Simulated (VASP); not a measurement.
# Bi in VASP: further runs

Runs on Bi. Level: PBEsol. Tasks: single point.

All numbers are computed with VASP 6.6.1; they aren't measurements. Logs are shortened: lines on timing, memory, paths and dates and some standing lists are left out, and cuts for length are marked.

### Step 1. The cell of the first run

The typed cell holds 4 atoms: a = 4.526 Å, b = 4.526 Å, c = 6.518 Å, α = 90.00°, β = 90.01°, γ = 90.00°.

### Step 2. Single point, PBEsol

Input file INCAR:

```
SYSTEM = Bi
PREC = Accurate
ENCUT = 520
EDIFF = 1E-6
ISMEAR = -1
SIGMA = 0.05
LREAL = .FALSE.
LASPH = .TRUE.
NELM = 80
ALGO = Fast
ISIF = 2
LWAVE = .FALSE.
LCHARG = .FALSE.
GGA = PS
NBANDS = 38
```

Input file KPOINTS:

```
Automatic mesh
0
G
  6 6 4
  0 0 0
```

Input file POSCAR:

```
Bi
1.0
    4.5242041519      0.0000000000      0.1180421340
    0.0000000000      4.5255742187      0.0000000000
   -0.1709960969      0.0000000000      6.5158084186
Bi
4
Direct
    0.2499143981      0.2500000000      0.7499310124
    0.7500856019      0.7500000000      0.2500689876
    0.2500272586      0.2500000000      0.2501037420
    0.7499727414      0.7500000000      0.7498962580
```

Potentials or basis: VASP PAW PBE potentials, release 64 (Bi_d).

On the command line:

```
cat potpaw_PBE.64/Bi_d/POTCAR > POTCAR
mpirun -np 1 vasp_std > vasp.out
```

OUTCAR:

```text
SYSTEM = Bi
   PREC = Accurate
   ENCUT = 520
   EDIFF = 1E-6
   ISMEAR = -1
   LREAL = .FALSE.
   LASPH = .TRUE.
   NELM = 80
   ISIF = 2
   GGA = PS

 ion  position               nearest neighbor table
   1  0.250  0.250  0.750-   4 3.20   4 3.20   4 3.20   4 3.20   3 3.26   3 3.26
   2  0.750  0.750  0.250-   3 3.20   3 3.20   3 3.20   3 3.20   4 3.26   4 3.26
   3  0.250  0.250  0.250-   2 3.20   2 3.20   2 3.20   2 3.20   1 3.26   1 3.26
   4  0.750  0.750  0.750-   1 3.20   1 3.20   1 3.20   1 3.20   2 3.26   2 3.26

  LATTYP: Found a simple monoclinic cell.
 ALAT       =     4.5257438232
 B/A-ratio  =     0.9999625245
 C/A-ratio  =     1.4402166881
 COS(beta)  =    -0.0001519142

  Lattice vectors:

 A1 = (   4.5242041519,   0.0000000000,   0.1180421340)
 A2 = (   0.0000000000,   4.5255742187,   0.0000000000)
 A3 = (  -0.1709960969,   0.0000000000,   6.5158084186)

Analysis of symmetry for initial positions (statically):
=====================================================================
 Subroutine PRICEL returns:
 Original cell was already a primitive cell.

 Routine SETGRP: Setting up the symmetry group for a
 simple monoclinic supercell.

 Subroutine GETGRP returns: Found  4 space group operations
 (whereof  2 operations were pure point group operations)
 out of a pool of  4 trial point group operations.

The static configuration has the point symmetry S_2 .
 The point group associated with its full space group is C_2h.

Analysis of symmetry for dynamics (positions and initial velocities):
=====================================================================
 Subroutine PRICEL returns:
 Original cell was already a primitive cell.

 Routine SETGRP: Setting up the symmetry group for a
 simple monoclinic supercell.

 Subroutine GETGRP returns: Found  4 space group operations
 (whereof  2 operations were pure point group operations)
 out of a pool of  4 trial point group operations.

The dynamic configuration has the point symmetry S_2 .
 The point group associated with its full space group is C_2h.

 Subroutine INISYM returns: Found  4 space group operations
 (whereof  2 operations are pure point group operations),
 and found     1 'primitive' translations

----------------------------------------------------------------------------------------

                                     Primitive cell

  volume of cell :     133.5001

  direct lattice vectors                    reciprocal lattice vectors
     4.524204152  0.000000000  0.118042134     0.220882108  0.000000000  0.005796668
     0.000000000  4.525574219  0.000000000     0.000000000  0.220966435  0.000000000
    -0.170996097  0.000000000  6.515808419    -0.004001560  0.000000000  0.153367884

  length of vectors
     4.525743823  4.525574219  6.518051780     0.220958156  0.220966435  0.153420078

  position of ions in fractional coordinates (direct lattice)
     0.249914398  0.250000000  0.749931012
     0.750085602  0.750000000  0.250068988
     0.250027259  0.250000000  0.250103742
     0.749972741  0.750000000  0.749896258

  ion indices of the primitive-cell ions
   primitive index   ion index
                 1           1
                 2           2
                 3           3
                 4           4

----------------------------------------------------------------------------------------

 KPOINTS: Automatic mesh

Automatic generation of k-mesh.
 Grid dimensions read from file:
 generate k-points for:    6    6    4

 Generating k-lattice:

  Cartesian coordinates                     Fractional coordinates (reciprocal lattice)
     0.036813685  0.000000000  0.000966111     0.166666667  0.000000000  0.000000000
     0.000000000  0.036827739  0.000000000     0.000000000  0.166666667  0.000000000
    -0.001000390  0.000000000  0.038341971     0.000000000  0.000000000  0.250000000

  Length of vectors
     0.036826359  0.036827739  0.038355019

  Shift w.r.t. Gamma in fractional coordinates (k-lattice)
     0.000000000  0.000000000  0.000000000

 Subroutine IBZKPT returns following result:
 ===========================================

 Found     56 irreducible k-points:

 Following reciprocal coordinates:
            Coordinates               Weight
  0.000000  0.000000  0.000000      1.000000
  0.166667  0.000000  0.000000      2.000000
  0.333333  0.000000 -0.000000      2.000000
  0.500000  0.000000  0.000000      1.000000
  0.000000  0.166667  0.000000      2.000000
  0.166667  0.166667  0.000000      4.000000
[... 16 lines left out ...]
  0.000000  0.166667  0.250000      4.000000
  0.166667  0.166667  0.250000      4.000000
 [... further k-points ...]
   k-points           NKPTS =     56   k-points in BZ     NKDIM =     56   number of bands    NBANDS=     38
   number of dos      NEDOS =    301   number of ions     NIONS =      4
   total plane-waves  NPLWV =  62208
   dimension x,y,z NGX =    36 NGY =   36 NGZ =   48
   dimension x,y,z NGXF=    72 NGYF=   72 NGZF=   96
   ions per type =               4
   NGX,Y,Z   is equivalent  to a cutoff of  13.22, 13.22, 12.24 a.u.
   NGXF,Y,Z  is equivalent  to a cutoff of  26.45, 26.45, 24.49 a.u.
 SYSTEM =  Bi
   PREC   = accura    normal or accurate (medium, high low for compatibility)
   ISTART =      0    job   : 0-new  1-cont  2-samecut
   ICHARG =      2    charge: 1-file 2-atom 10-const
   ISPIN  =      1    spin polarized calculation?
   LNONCOLLINEAR =      F non collinear calculations
   LSORBIT =      F    spin-orbit coupling
   LASPH  =      T    aspherical Exc in radial PAW
   ENCUT  =  520.0 eV  38.22 Ry    6.18 a.u.   8.41  8.41 12.12*2*pi/ulx,y,z
   NELM   =     80;   NELMIN=  2; NELMDL= -5     # of ELM steps
   EDIFF  = 0.1E-05   stopping-criterion for ELM
   LREAL  =      F    real-space projection
   EDIFFG = 0.1E-04   stopping-criterion for IOM
   NSW    =      0    number of steps for IOM
   IBRION =     -1    ionic relax: 0-MD 1-quasi-New 2-CG
   NFREE  =      0    steps in history (QN), initial steepest desc. (CG)
   ISIF   =      2    stress and relaxation
   ISYM   =      2    0-nonsym 1-usesym 2-fastsym
   POTIM  = 0.5000    time-step for ionic-motion
   TEBEG  =    0.0;   TEEND  =   0.0 temperature during run
   PSTRESS=    0.0 pullay stress
   NELECT =      60.0000    total number of electrons
   NUPDOWN=      -1.0000    fix difference up-down
   EMIN   =  10.00;   EMAX   =-10.00  energy-range for DOS
   EFERMI =   0.00;   METHOD = LEGACY
   ISMEAR =    -1;   SIGMA  =   0.05  broadening in eV -4-tet -1-fermi 0-gaus
   EFERMI_NEDOS =   21; number of points for ismear=-14 and -15
   IALGO  =     68    algorithm
   IMIX   =      4    mixing-type and parameters
     AMIX     =   0.40;   BMIX     =  1.00
     AMIX_MAG =   1.60;   BMIX_MAG =  1.00
  volume/ion in A,a.u.               =      33.38       225.23
  Fermi-wavevector in a.u.,A,eV,Ry     =   1.254002  2.369719 21.395434  1.572520
  Thomas-Fermi vector in A             =   2.387827
   LORBIT       =      0    0 simple, 1 ext, 2 COOP (PROOUT), +10 PAW based schemes
   GGA     = PS    functional components
   LHFCALC =     F    Hartree Fock is set to
   AEXX    =    0.0000 exact exchange contribution
   IVDW    =     0    specifies the selected vdW correction
   LEPSILON=     F    determine dielectric tensor
   LRPA    =     F    only Hartree local field effects (RPA)
 non-spin polarized calculation
 RMM-DIIS sequential band-by-band and
  energy-cutoff  :      520.00
  volume of cell :      133.50
 maximum number of plane-waves:      3632
 NGX is ok and might be reduce to    36
   NGX = 17   NGY = 17   NGZ = 25

 number of electron      60.0000027 magnetization

 Free energy of the ion-electron system (eV)
  ---------------------------------------------------
  ext. energy  EPLUGINS =         0.00000000
  ---------------------------------------------------
  free energy    TOTEN  =       -17.08828177 eV

  energy without entropy =      -17.06833266  energy(sigma->0) =      -17.07830722

 E-fermi :   6.7310     XC(G=0):  -9.9807

 val. band max:        6.5908955038   @ k =   0.5000   0.0000   0.5000
 cond. band min:       6.7388946712   @ k =   0.5000   0.3333   0.5000
 fundamental gap:      0.1479991674
 Fermi energy:         6.7310420713

 k-point     1 :       0.0000    0.0000    0.0000
  band No.  band energies     occupation
      1     -16.1874      2.00000
      2     -16.1736      2.00000
      3     -16.1453      2.00000
      4     -16.0336      2.00000
      5     -16.0200      2.00000
      6     -15.9976      2.00000
[... 30 lines left out ...]
     37      12.1439      0.00000
     38      12.1671      0.00000

 k-point     2 :       0.1667    0.0000    0.0000
  band No.  band energies     occupation
      1     -16.1554      2.00000
      2     -16.1421      2.00000
      3     -16.1330      2.00000
      4     -16.0170      2.00000
      5     -16.0040      2.00000
      6     -15.9912      2.00000
[... 30 lines left out ...]
     37      11.5819      0.00000
     38      12.3256      0.00000

 k-point     3 :       0.3333    0.0000   -0.0000
  band No.  band energies     occupation
      1     -16.1000      2.00000
      2     -16.0664      2.00000
      3     -16.0543      2.00000
      4     -16.0155      2.00000
      5     -15.9729      2.00000
      6     -15.9722      2.00000
[... 30 lines left out ...]
     37      12.2162      0.00000
     38      12.4713      0.00000

 k-point     4 :       0.5000    0.0000    0.0000
  band No.  band energies     occupation
      1     -16.0569      2.00000
      2     -16.0568      2.00000
      3     -15.9464      2.00000
      4     -15.9464      2.00000
      5     -15.9426      2.00000
      6     -15.9426      2.00000
[... 30 lines left out ...]
     37      12.4412      0.00000
     38      12.4422      0.00000
[... 703 lines left out ...]
      4     -16.0151      2.00000
      5     -16.0059      2.00000
      6     -15.9765      2.00000
[... 30 lines left out ...]
     37      11.4442      0.00000
     38      11.6072      0.00000

 k-point    23 :       0.0000    0.1667    0.2500
  band No.  band energies     occupation
      1     -16.1535      2.00000
      2     -16.1440      2.00000
      3     -16.0943      2.00000
      4     -16.0151      2.00000
      5     -16.0059      2.00000
      6     -15.9765      2.00000
[... 30 lines left out ...]
     37      11.4450      0.00000
     38      11.6071      0.00000

 k-point    24 :       0.1667    0.1667    0.2500
  band No.  band energies     occupation
      1     -16.1442      2.00000
      2     -16.1228      2.00000
      3     -16.0651      2.00000
      4     -16.0004      2.00000
      5     -15.9917      2.00000
      6     -15.9864      2.00000
[... 30 lines left out ...]
     37      11.3439      0.00000
     38      12.0531      0.00000

 [... further k-points ...]

------------------------ aborting loop because EDIFF is reached ----------------------------------------

  FORCE on cell =-STRESS in cart. coord.  units (eV):
  Direction    XX          YY          ZZ          XY          YZ          ZX
  --------------------------------------------------------------------------------------
  -------------------------------------------------------------------------------------
  Total       -0.0589848     -0.0582226     -0.0652775      0.0000000      0.0000000      0.0007795
  in kB       -0.7078960     -0.6987477     -0.7834161      0.0000000      0.0000000      0.0093549
  external PRESSURE =      -0.7300200 kB  Pullay stress =       0.0000000 kB

 VOLUME and BASIS-vectors are now :
 -----------------------------------------------------------------------------
  energy-cutoff  :      520.00
  volume of cell :      133.50
      direct lattice vectors                 reciprocal lattice vectors
     4.524204152  0.000000000  0.118042134     0.220882108  0.000000000  0.005796668
     0.000000000  4.525574219  0.000000000     0.000000000  0.220966435  0.000000000
    -0.170996097  0.000000000  6.515808419    -0.004001560  0.000000000  0.153367884

 POSITION                                       TOTAL-FORCE (eV/Angst)
 -----------------------------------------------------------------------------------
      1.00243      1.13139      4.91591         0.000474      0.000000      0.000146
      3.35078      3.39418      1.71794        -0.000474      0.000000     -0.000146
      1.08841      1.13139      1.65914         0.000296     -0.000000     -0.000189
      3.26480      3.39418      4.97471        -0.000296      0.000000      0.000189
 -----------------------------------------------------------------------------------
    total drift:                                0.000000      0.000000     -0.000000

  FREE ENERGIE OF THE ION-ELECTRON SYSTEM (eV)
  ---------------------------------------------------
  free  energy   TOTEN  =       -17.0882817702 eV

  energy  without entropy=      -17.0683326612  energy(sigma->0) =      -17.07830722
```

Run time: 2.8 min. Hardware: 1 thread of AMD EPYC 9R14 (Zen 4), shared host; peak memory 0.33 GiB.

Results:

| Property | Result |
| --- | --- |
| Free energy | -17.0883 eV |
| Pressure | -0.1 GPa |
| Band gap on the k mesh | zero (bands 30 and 31 overlap by 0.39 eV) |

Levels at points of the mesh, in eV from the Fermi level:
```tsv
k point	band 28	band 29	band 30	band 31	band 32	band 33
(0.00, 0.00, 0.00)	-1.46	-1.46	-1.19	2.69	2.93	3.41
(0.50, 0.00, 0.00)	-1.00	-0.90	-0.89	0.92	0.92	1.03
(0.00, 0.50, 0.00)	-1.00	-0.89	-0.89	0.92	0.92	1.03
(0.50, 0.50, 0.00)	-3.33	-3.08	-3.08	2.64	2.64	4.95
(0.00, 0.00, 0.50)	-2.44	-1.97	-1.97	2.19	2.20	3.44
(0.50, 0.00, 0.50)	-0.34	-0.17	-0.17	-0.17	-0.17	-0.14
(0.00, 0.50, 0.50)	-0.34	-0.17	-0.17	-0.17	-0.17	-0.14
(0.50, 0.50, 0.50)	-4.39	0.13	0.13	0.14	0.14	5.25
```

Caveat: the PAW data sets were made with another functional, which shifts forces and pressure a little; spin-orbit coupling is left out, which moves the levels of the heavy elements.

### Step 3. Single point, PBEsol

Input file INCAR:

```
SYSTEM = Bi
ALGO     = Fast           ! electronic algorithm
EDIFF    = 1E-6           ! SCF threshold, eV
ENCUT    = 520            ! plane-wave cutoff, eV
GGA      = PS             ! functional
ISIF     = 2              ! what is computed and relaxed
ISMEAR   = -1             ! smearing method
LASPH    = .True.         ! aspherical terms in the spheres
LCHARG   = .False.        ! write CHGCAR
LREAL    = .False.        ! projectors in reciprocal space
LWAVE    = .False.        ! write WAVECAR
NBANDS   = 38             ! bands
NELM     = 100            ! most SCF steps
PREC     = Accurate       ! precision mode
SIGMA    = 0.05           ! smearing width, eV
```

Input file KPOINTS:

```
k-points
0
Gamma
  6 6 4
  0 0 0
```

Input file POSCAR:

```
Bi
1.0
    4.5260058060      0.0000000000      0.1174909933
    0.0000000000      4.5290325537      0.0000000000
   -0.1719003372      0.0000000000      6.5171918391
Bi
4
Direct
    0.2500921552      0.2500000000      0.7497999188
    0.7499078448      0.7500000000      0.2502000812
    0.2499232861      0.2500000000      0.2500257155
    0.7500767139      0.7500000000      0.7499742845
```

Potentials or basis: VASP PAW PBE potentials, release 64 (Bi_d).

On the command line:

```
cat potpaw_PBE.64/Bi_d/POTCAR > POTCAR
mpirun -np 1 vasp_std > vasp.out
```

It took 2.6 min on 1 thread of AMD EPYC 9R14 (Zen 4), shared host; peak memory 0.33 GiB.

The run converged. Its results:

```yaml
Free_energy: -17.0884 eV
Pressure: -0.2 GPa
Band_gap_on_the_k_mesh: zero (bands 30 and 31 overlap by 0.38 eV)
```

Levels at points of the mesh, in eV from the Fermi level:
| k point | band 28 | band 29 | band 30 | band 31 | band 32 | band 33 |
| --- | --- | --- | --- | --- | --- | --- |
| (0.00, 0.00, 0.00) | -1.46 | -1.46 | -1.19 | 2.69 | 2.93 | 3.40 |
| (0.50, 0.00, 0.00) | -1.00 | -0.90 | -0.89 | 0.92 | 0.92 | 1.02 |
| (0.00, 0.50, 0.00) | -1.00 | -0.89 | -0.89 | 0.92 | 0.92 | 1.03 |
| (0.50, 0.50, 0.00) | -3.32 | -3.08 | -3.08 | 2.64 | 2.64 | 4.95 |
| (0.00, 0.00, 0.50) | -2.43 | -1.97 | -1.96 | 2.19 | 2.20 | 3.44 |
| (0.50, 0.00, 0.50) | -0.34 | -0.17 | -0.17 | -0.17 | -0.17 | -0.15 |
| (0.00, 0.50, 0.50) | -0.34 | -0.17 | -0.17 | -0.17 | -0.17 | -0.14 |
| (0.50, 0.50, 0.50) | -4.39 | 0.13 | 0.13 | 0.14 | 0.14 | 5.26 |

Caveat: the PAW data sets were made with another functional, which shifts forces and pressure a little; spin-orbit coupling is left out, which moves the levels of the heavy elements.

The gap in the log of VASP goes by the Fermi energy; the results here count the filled bands.